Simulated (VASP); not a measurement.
# Os (P6_3/mmc) in VASP: further runs

Os is run at these levels: PBE; tasks: single point.

Program: VASP 6.6.1. These are calculated values, not measurements. Logs are shortened: lines on timing, memory, paths and dates and some standing lists are left out, and cuts for length are marked.

**1. The cell of the first run**

Symmetry: P6_3/mmc, No. 194, hexagonal system. Conventional cell: a = 2.734 Å, b = 2.734 Å, c = 4.320 Å, α = 90.00°, β = 90.00°, γ = 120.00°. Os (site symmetry -6m2) has 12 Os at 2.68 to 2.73 Å within 3.5 Å.

**2. Single point, PBE**

Contents of INCAR:

```
ALGO = Fast ; EDIFF = 1E-6
ENCUT = 520 ; GGA = PE
ISIF = 2 ; ISMEAR = -1
LASPH = T ; LCHARG = F
LREAL = F ; LWAVE = F
NBANDS = 15 ; NELM = 100
PREC = Accurate ; SIGMA = 0.05
```

Contents of KPOINTS:

```
k-points
0
Gamma
  9 9 5
```

Contents of POSCAR:

```
Os
1.0
    2.7341000000      0.0000000000      0.0000000000
   -1.3670500000      2.3678000565      0.0000000000
    0.0000000000      0.0000000000      4.3197000000
Os
2
Direct
    0.6666666667      0.3333333333      0.7500000000
    0.3333333333      0.6666666667      0.2500000000
```

Potentials or basis: VASP PAW PBE potentials, release 64 (Os).

The run is started by

```
cat potpaw_PBE.64/Os/POTCAR > POTCAR
mpirun -np 1 vasp_std > vasp.out
```

OUTCAR:

```text
EDIFF = 1E-6
   ENCUT = 520
   GGA = PE
   ISIF = 2
   ISMEAR = -1
   LASPH = T
   LREAL = F
   NELM = 100
   PREC = Accurate

 ion  position               nearest neighbor table
   1  0.667  0.333  0.750-   2 2.68   2 2.68   2 2.68   2 2.68   2 2.68   2 2.68
   2  0.333  0.667  0.250-   1 2.68   1 2.68   1 2.68   1 2.68   1 2.68   1 2.68

  LATTYP: Found a hexagonal cell.
 ALAT       =     2.7341000000
 C/A-ratio  =     1.5799348963

  Lattice vectors:

 A1 = (   2.7341000000,   0.0000000000,   0.0000000000)
 A2 = (  -1.3670500000,   2.3678000565,   0.0000000000)
 A3 = (   0.0000000000,   0.0000000000,   4.3197000000)

Analysis of symmetry for initial positions (statically):
=====================================================================
 Subroutine PRICEL returns:
 Original cell was already a primitive cell.

 Routine SETGRP: Setting up the symmetry group for a
 hexagonal supercell.

 Subroutine GETGRP returns: Found 24 space group operations
 (whereof 12 operations were pure point group operations)
 out of a pool of 24 trial point group operations.

The static configuration has the point symmetry D_3d.
 The point group associated with its full space group is D_6h.

Analysis of symmetry for dynamics (positions and initial velocities):
=====================================================================
 Subroutine PRICEL returns:
 Original cell was already a primitive cell.

 Routine SETGRP: Setting up the symmetry group for a
 hexagonal supercell.

 Subroutine GETGRP returns: Found 24 space group operations
 (whereof 12 operations were pure point group operations)
 out of a pool of 24 trial point group operations.

The dynamic configuration has the point symmetry D_3d.
 The point group associated with its full space group is D_6h.

 Subroutine INISYM returns: Found 24 space group operations
 (whereof 12 operations are pure point group operations),
 and found     1 'primitive' translations

----------------------------------------------------------------------------------------

                                     Primitive cell

  volume of cell :      27.9649

  direct lattice vectors                    reciprocal lattice vectors
     2.734100000  0.000000000  0.000000000     0.365751070  0.211166479  0.000000000
    -1.367050000  2.367800057  0.000000000     0.000000000  0.422332957  0.000000000
     0.000000000  0.000000000  4.319700000     0.000000000  0.000000000  0.231497558

  length of vectors
     2.734100000  2.734100000  4.319700000     0.422332957  0.422332957  0.231497558

[... 85 lines left out ...]
   NFREE  =      0    steps in history (QN), initial steepest desc. (CG)
   ISIF   =      2    stress and relaxation
   ISYM   =      2    0-nonsym 1-usesym 2-fastsym
   POTIM  = 0.5000    time-step for ionic-motion
   TEBEG  =    0.0;   TEEND  =   0.0 temperature during run
   PSTRESS=    0.0 pullay stress
   NELECT =      16.0000    total number of electrons
   NUPDOWN=      -1.0000    fix difference up-down
   EMIN   =  10.00;   EMAX   =-10.00  energy-range for DOS
   EFERMI =   0.00;   METHOD = LEGACY
   ISMEAR =    -1;   SIGMA  =   0.05  broadening in eV -4-tet -1-fermi 0-gaus
   EFERMI_NEDOS =   21; number of points for ismear=-14 and -15
   IALGO  =     68    algorithm
   IMIX   =      4    mixing-type and parameters
     AMIX     =   0.40;   BMIX     =  1.00
     AMIX_MAG =   1.60;   BMIX_MAG =  1.00
  volume/ion in A,a.u.               =      13.98        94.36
  Fermi-wavevector in a.u.,A,eV,Ry     =   1.359076  2.568282 25.131161  1.847088
  Thomas-Fermi vector in A             =   2.485855
   LORBIT       =      0    0 simple, 1 ext, 2 COOP (PROOUT), +10 PAW based schemes
   GGA     = PE    functional components
   LHFCALC =     F    Hartree Fock is set to
   AEXX    =    0.0000 exact exchange contribution
   IVDW    =     0    specifies the selected vdW correction
   LEPSILON=     F    determine dielectric tensor
   LRPA    =     F    only Hartree local field effects (RPA)
 non-spin polarized calculation
 RMM-DIIS sequential band-by-band and
  energy-cutoff  :      520.00
  volume of cell :       27.96
 maximum number of plane-waves:       764
   NGX = 11   NGY = 11   NGZ = 17

 number of electron      15.9999999 magnetization

 Free energy of the ion-electron system (eV)
  ---------------------------------------------------
  ext. energy  EPLUGINS =         0.00000000
  ---------------------------------------------------
  free energy    TOTEN  =       -22.51238411 eV

  energy without entropy =      -22.50255825  energy(sigma->0) =      -22.50747118

 E-fermi :   9.6648     XC(G=0): -14.0599

 val. band max:        9.5045323020   @ k =   0.0000   0.0000   0.0000
 cond. band min:       9.6681178073   @ k =   0.1111   0.1111   0.4000
 fundamental gap:      0.1635855052
 Fermi energy:         9.6648085540

 k-point     1 :       0.0000    0.0000    0.0000
  band No.  band energies     occupation
      1      -1.4737      2.00000
      2       1.6751      2.00000
      3       6.4121      2.00000
      4       6.4121      2.00000
      5       6.6785      2.00000
      6       7.2543      2.00000
      7       7.2543      2.00000
      8       7.9196      2.00000
      9       7.9196      2.00000
     10       9.5045      1.92208
     11      11.1714      0.00000
     12      11.1714      0.00000
     13      18.5604      0.00000
     14      23.5028      0.00000
[... 401 lines left out ...]
      2       3.9187      2.00000
      3       3.9187      2.00000
      4       4.8744      2.00000
      5       6.0188      2.00000
      6       6.0188      2.00000
      7       8.0147      2.00000
      8      10.3262      0.00000
      9      11.0788      0.00000
     10      11.0788      0.00000
     11      15.4256      0.00000
     12      15.4256      0.00000
     13      17.8647      0.00000
     14      22.3094      0.00000
     15      22.3095      0.00000

 [... further k-points ...]
[... 5 lines left out ...]
  --------------------------------------------------------------------------------------
  -------------------------------------------------------------------------------------
  Total        1.4050061      1.4050061      1.6029260      0.0000000     -0.0000000      0.0000000
  in kB       80.4962728     80.4962728     91.8355945      0.0000000     -0.0000000      0.0000000
  external PRESSURE =      84.2760467 kB  Pullay stress =       0.0000000 kB

 VOLUME and BASIS-vectors are now :
 -----------------------------------------------------------------------------
  energy-cutoff  :      520.00
  volume of cell :       27.96
      direct lattice vectors                 reciprocal lattice vectors
     2.734100000  0.000000000  0.000000000     0.365751070  0.211166479  0.000000000
    -1.367050000  2.367800057  0.000000000     0.000000000  0.422332957  0.000000000
     0.000000000  0.000000000  4.319700000     0.000000000  0.000000000  0.231497558

 POSITION                                       TOTAL-FORCE (eV/Angst)
 -----------------------------------------------------------------------------------
      1.36705      0.78927      3.23977        -0.000000      0.000000      0.000000
     -0.00000      1.57853      1.07993         0.000000     -0.000000      0.000000
 -----------------------------------------------------------------------------------
    total drift:                               -0.000000      0.000000     -0.000000

  FREE ENERGIE OF THE ION-ELECTRON SYSTEM (eV)
  ---------------------------------------------------
  free  energy   TOTEN  =       -22.5123841116 eV

  energy  without entropy=      -22.5025582529  energy(sigma->0) =      -22.50747118
```

OSZICAR:

```text
N       E                     dE             d eps       ncg     rms          rms(c)
DAV:   1     0.103031162773E+03    0.10303E+03   -0.74845E+03  1080   0.103E+03
DAV:   2    -0.189235707324E+02   -0.12195E+03   -0.10732E+03  1108   0.326E+02
DAV:   3    -0.238855986343E+02   -0.49620E+01   -0.48045E+01  1416   0.578E+01
DAV:   4    -0.239272494695E+02   -0.41651E-01   -0.41626E-01  1227   0.543E+00
DAV:   5    -0.239274776315E+02   -0.22816E-03   -0.22816E-03  1466   0.372E-01    0.233E+01
RMM:   6    -0.228392244672E+02    0.10883E+01   -0.76343E-01  1083   0.652E+00    0.965E+00
RMM:   7    -0.225161884601E+02    0.32304E+00   -0.95419E-01  1101   0.593E+00    0.644E-01
RMM:   8    -0.225151884224E+02    0.10000E-02   -0.56295E-02  1164   0.289E+00    0.150E+00
RMM:   9    -0.225161404580E+02   -0.95204E-03   -0.16297E-02  1190   0.810E-01    0.446E-01
RMM:  10    -0.225124065342E+02    0.37339E-02   -0.10650E-02  1111   0.112E+00    0.218E-01
RMM:  11    -0.225123948207E+02    0.11714E-04   -0.57464E-04  1182   0.234E-01    0.298E-01
RMM:  12    -0.225123882362E+02    0.65845E-05   -0.30771E-05  1198   0.413E-02    0.692E-02
RMM:  13    -0.225123857630E+02    0.24732E-05   -0.10363E-05  1189   0.266E-02    0.120E-01
RMM:  14    -0.225123842302E+02    0.15328E-05   -0.26553E-06   991   0.115E-02    0.432E-02
RMM:  15    -0.225123841116E+02    0.11854E-06   -0.21643E-07   674   0.480E-03
   1 F= -.22512384E+02 E0= -.22507471E+02  d E =-.982586E-02
```

stdout:

```text
POSCAR found type information on POSCAR Os
 POSCAR found :  1 types and       2 ions
 scaLAPACK will be used
 LDA part: xc-table for (Slater+PW92), standard interpolation
 POSCAR, INCAR and KPOINTS ok, starting setup
 FFT: planning ... GRIDC
 FFT: planning ... GRID_SOFT
 FFT: planning ... GRID
 WAVECAR not read
 entering main loop
```

Run time: 9 s. Hardware: 1 thread of Intel Xeon Platinum 8488C (Sapphire Rapids), shared host; peak memory 0.13 GiB.

What came out:

```
Free energy            : -22.5124 eV
Pressure               : 8.4 GPa
Band gap on the k mesh : zero (band 8 reaches 11.50 eV, above the bottom of band 9 at 7.66 eV)
```

Caveat: spin-orbit coupling is left out, which moves the levels of the heavy elements.

(Part 1 of 2 ends here.)
